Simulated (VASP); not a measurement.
# LiH (Fm-3m) in VASP: single point with PBE0

Aim: the single point of LiH with PBE0.

Program: VASP 6.6.1. These are calculated values, not measurements. Logs are shortened: lines on timing, memory, paths and dates and some standing lists are left out, and cuts for length are marked.

### Step 1. The cell of the first run

It takes space group Fm-3m (No. 225, cubic). Conventional cell: a = 4.003 Å, b = 4.003 Å, c = 4.003 Å, α = 90.00°, β = 90.00°, γ = 90.00°. Li (site symmetry m-3m) has 6 H at 2.00 Å within 2.7 Å. Within 2.7 Å of H (site symmetry m-3m) lie 6 Li at 2.00 Å.

### Step 2. Single point, PBE0

POSCAR

```
LiH
1.0
    0.0000000000      2.0014845000      2.0014845000
    2.0014845000      0.0000000000      2.0014845000
    2.0014845000      2.0014845000      0.0000000000
Li H
1 1
Direct
    0.0000000000      0.0000000000      0.0000000000
    0.5000000000      0.5000000000      0.5000000000
```

INCAR.step1

```
SYSTEM = LiH
PREC     = Accurate       ! precision mode
ENCUT    = 520            ! plane-wave cutoff, eV
EDIFF    = 1E-5           ! SCF threshold, eV
ISMEAR   = -1             ! smearing method
SIGMA    = 0.02           ! smearing width, eV
LREAL    = .False.        ! projectors in reciprocal space
LASPH    = .True.         ! aspherical terms in the spheres
NELM     = 80             ! most SCF steps
ALGO     = Normal         ! electronic algorithm
ISIF     = 2              ! what is computed and relaxed
LWAVE    = .True.         ! write WAVECAR
LCHARG   = .False.        ! write CHGCAR
NBANDS   = 9              ! bands
GGA      = PE             ! functional
```

INCAR.step2

```
SYSTEM = LiH
PREC     = Accurate       ! precision mode
ENCUT    = 520            ! plane-wave cutoff, eV
EDIFF    = 1E-7           ! SCF threshold, eV
ISMEAR   = -1             ! smearing method
SIGMA    = 0.02           ! smearing width, eV
LREAL    = .False.        ! projectors in reciprocal space
LASPH    = .True.         ! aspherical terms in the spheres
NELM     = 80             ! most SCF steps
ALGO     = Normal         ! electronic algorithm
ISIF     = 2              ! what is computed and relaxed
LWAVE    = .False.        ! write WAVECAR
LCHARG   = .False.        ! write CHGCAR
GGA      = PE             ! functional
LHFCALC  = .True.         ! exact exchange
AEXX     = 0.25           ! exact-exchange fraction
PRECFOCK = Normal       
NBANDS   = 9              ! bands
ISTART   = 1
```

KPOINTS

```
regular mesh
0
Gamma
  8 8 8
  0 0 0
```

Potentials or basis: VASP PAW PBE potentials, release 64 (Li_sv, H).

Started as:

```
cat potpaw_PBE.64/Li_sv/POTCAR potpaw_PBE.64/H/POTCAR > POTCAR
cp INCAR.step1 INCAR
mpirun -np 1 vasp_std > vasp.out
cp INCAR.step2 INCAR
mpirun -np 1 vasp_std > vasp.out
```

OUTCAR:

```text
SYSTEM = LiH
   PREC = Accurate
   ENCUT = 520
   EDIFF = 1E-7
   ISMEAR = -1
   LREAL = .False.
   LASPH = .True.
   NELM = 80
   ISIF = 2
   GGA = PE
   LHFCALC = .True.
   AEXX = 0.25
   PRECFOCK = Normal
   ISTART = 1

 ion  position               nearest neighbor table
   1  0.000  0.000  0.000-
   2  0.500  0.500  0.500-

  LATTYP: Found a face centered cubic cell.
 ALAT       =     4.0029690000

  Lattice vectors:

 A1 = (   0.0000000000,   2.0014845000,   2.0014845000)
 A2 = (   2.0014845000,   0.0000000000,   2.0014845000)
 A3 = (   2.0014845000,   2.0014845000,   0.0000000000)

Analysis of symmetry for initial positions (statically):
=====================================================================
 Subroutine PRICEL returns:
 Original cell was already a primitive cell.

 Routine SETGRP: Setting up the symmetry group for a
 face centered cubic supercell.

 Subroutine GETGRP returns: Found 48 space group operations
 (whereof 48 operations were pure point group operations)
 out of a pool of 48 trial point group operations.

The static configuration has the point symmetry O_h .

Analysis of symmetry for dynamics (positions and initial velocities):
=====================================================================
 Subroutine PRICEL returns:
 Original cell was already a primitive cell.

 Routine SETGRP: Setting up the symmetry group for a
 face centered cubic supercell.

 Subroutine GETGRP returns: Found 48 space group operations
 (whereof 48 operations were pure point group operations)
 out of a pool of 48 trial point group operations.

The dynamic configuration has the point symmetry O_h .

 Subroutine INISYM returns: Found 48 space group operations
 (whereof 48 operations are pure point group operations),
 and found     1 'primitive' translations

----------------------------------------------------------------------------------------

                                     Primitive cell

  volume of cell :      16.0357

  direct lattice vectors                    reciprocal lattice vectors
     0.000000000  2.001484500  2.001484500    -0.249814575  0.249814575  0.249814575
     2.001484500  0.000000000  2.001484500     0.249814575 -0.249814575  0.249814575
     2.001484500  2.001484500  0.000000000     0.249814575  0.249814575 -0.249814575

[... 93 lines left out ...]
   PSTRESS=    0.0 pullay stress
   NELECT =       4.0000    total number of electrons
   NUPDOWN=      -1.0000    fix difference up-down
   EMIN   =  10.00;   EMAX   =-10.00  energy-range for DOS
   EFERMI =   0.00;   METHOD = LEGACY
   ISMEAR =    -1;   SIGMA  =   0.02  broadening in eV -4-tet -1-fermi 0-gaus
   EFERMI_NEDOS =   21; number of points for ismear=-14 and -15
   IALGO  =     38    algorithm
   IMIX   =      1    mixing-type and parameters
     AMIX     =   0.40;   BMIX     =  1.00
     AMIX_MAG =   1.60;   BMIX_MAG =  1.00
  volume/ion in A,a.u.               =       8.02        54.11
  Fermi-wavevector in a.u.,A,eV,Ry     =   1.030543  1.947443 14.449632  1.062018
  Thomas-Fermi vector in A             =   2.164646
   LORBIT       =      0    0 simple, 1 ext, 2 COOP (PROOUT), +10 PAW based schemes
   GGA     = PE    functional components
   LHFCALC =     T    Hartree Fock is set to
   PRECFOCK=normal    Normal, Fast or Accurate (Low or Medium for compatibility)
   ENCUT4O =  -1.0   cutoff for four orbital integrals eV
   NKREDX  =     1    reduce k-point grid by
   NKREDY  =     1    reduce k-point grid by
   NKREDZ  =     1    reduce k-point grid by
   AEXX    =    0.2500 exact exchange contribution
   HFSCREEN=    0.0000 screening length (either q_TF or 0.3 A-1)
   HFSCREENC=   0.0000 screening length for correlation (either q_TF or 0.3 A-1)
   ENCUTFOCK=  -1.0 apply spherical cutoff to Coloumb kernel
   IVDW    =     0    specifies the selected vdW correction
   LEPSILON=     F    determine dielectric tensor
   LRPA    =     F    only Hartree local field effects (RPA)
 non-spin polarized calculation
  energy-cutoff  :      520.00
  volume of cell :       16.04
 maximum number of plane-waves:       445
 NGX is ok and might be reduce to    24
  NGX = 16; NGY = 16; NGZ = 16

 number of electron       3.9999996 magnetization

 Free energy of the ion-electron system (eV)
  ---------------------------------------------------
  ext. energy  EPLUGINS =         0.00000000
  ---------------------------------------------------
  free energy    TOTEN  =        -7.13710399 eV

  energy without entropy =       -7.13710399  energy(sigma->0) =       -7.13710399

 E-fermi :  -0.2919     XC(G=0):  -6.7429

 val. band max:       -0.9474795780   @ k =   0.5000   0.5000   0.0000
 cond. band min:       3.7250577197   @ k =   0.5000   0.5000   0.0000
 fundamental gap:      4.6725372976
 Fermi energy:        -0.2919207715

 k-point     1 :       0.0000    0.0000    0.0000
  band No.  band energies     occupation
      1     -48.2903      2.00000
      2      -7.1102      2.00000
      3      17.8076      0.00000
      4      19.3405      0.00000
      5      19.3405      0.00000
      6      19.3405      0.00000
      7      23.9286      0.00000
      8      23.9286      0.00000
      9      23.9286      0.00000
[... 265 lines left out ...]
 k-point    24 :      -0.3750    0.2500    0.1250
  band No.  band energies     occupation
      1     -48.2310      2.00000
      2      -2.8439      2.00000
      3       5.9523      0.00000
      4       9.9643      0.00000
      5      14.5830      0.00000
      6      17.8583      0.00000
      7      24.5475      0.00000
      8      27.6745      0.00000
      9      28.8022      0.00000

 [... further k-points ...]

------------------------ aborting loop because EDIFF is reached ----------------------------------------

  FORCE on cell =-STRESS in cart. coord.  units (eV):
  Direction    XX          YY          ZZ          XY          YZ          ZX
  --------------------------------------------------------------------------------------
  -------------------------------------------------------------------------------------
  Total       -0.0535280     -0.0535280     -0.0535280      0.0000000      0.0000000      0.0000000
  in kB       -5.3481678     -5.3481678     -5.3481678      0.0000000      0.0000000      0.0000000
  external PRESSURE =      -5.3481678 kB  Pullay stress =       0.0000000 kB

 VOLUME and BASIS-vectors are now :
 -----------------------------------------------------------------------------
  energy-cutoff  :      520.00
  volume of cell :       16.04
      direct lattice vectors                 reciprocal lattice vectors
     0.000000000  2.001484500  2.001484500    -0.249814575  0.249814575  0.249814575
     2.001484500  0.000000000  2.001484500     0.249814575 -0.249814575  0.249814575
     2.001484500  2.001484500  0.000000000     0.249814575  0.249814575 -0.249814575

 POSITION                                       TOTAL-FORCE (eV/Angst)
 -----------------------------------------------------------------------------------
      0.00000      0.00000      0.00000         0.000000      0.000000     -0.000000
      2.00148      2.00148      2.00148         0.000000      0.000000      0.000000
 -----------------------------------------------------------------------------------
    total drift:                                0.000000      0.000000      0.000000

  FREE ENERGIE OF THE ION-ELECTRON SYSTEM (eV)
  ---------------------------------------------------
  free  energy   TOTEN  =        -7.1371039921 eV

  energy  without entropy=       -7.1371039921  energy(sigma->0) =       -7.13710399
```

OUTCAR.step1:

```text
SYSTEM = LiH
   PREC = Accurate
   ENCUT = 520
   EDIFF = 1E-5
   ISMEAR = -1
   LREAL = .False.
[... 510 lines left out ...]
      0.00000      0.00000      0.00000        -0.000000      0.000000     -0.000000
      2.00148      2.00148      2.00148         0.000000     -0.000000      0.000000
 -----------------------------------------------------------------------------------
    total drift:                                0.000000     -0.000000     -0.000000

  FREE ENERGIE OF THE ION-ELECTRON SYSTEM (eV)
  ---------------------------------------------------
  free  energy   TOTEN  =        -6.1269369456 eV

  energy  without entropy=       -6.1269369456  energy(sigma->0) =       -6.12693695
```

It took 5.7 min on 1 thread of Intel Xeon 8259CL, shared host; peak memory 0.15 GiB.

Results:

- Free energy: -7.1371 eV
- Band gap on the k mesh: 4.67 eV

Caveat: the cutoff is under 1.25 times the usual one of these potentials, so pressure, stress and relaxed cells hold a basis-set (Pulay) error; the PAW data sets were made with another functional, which shifts forces and pressure a little. A k mesh can miss the band edges.
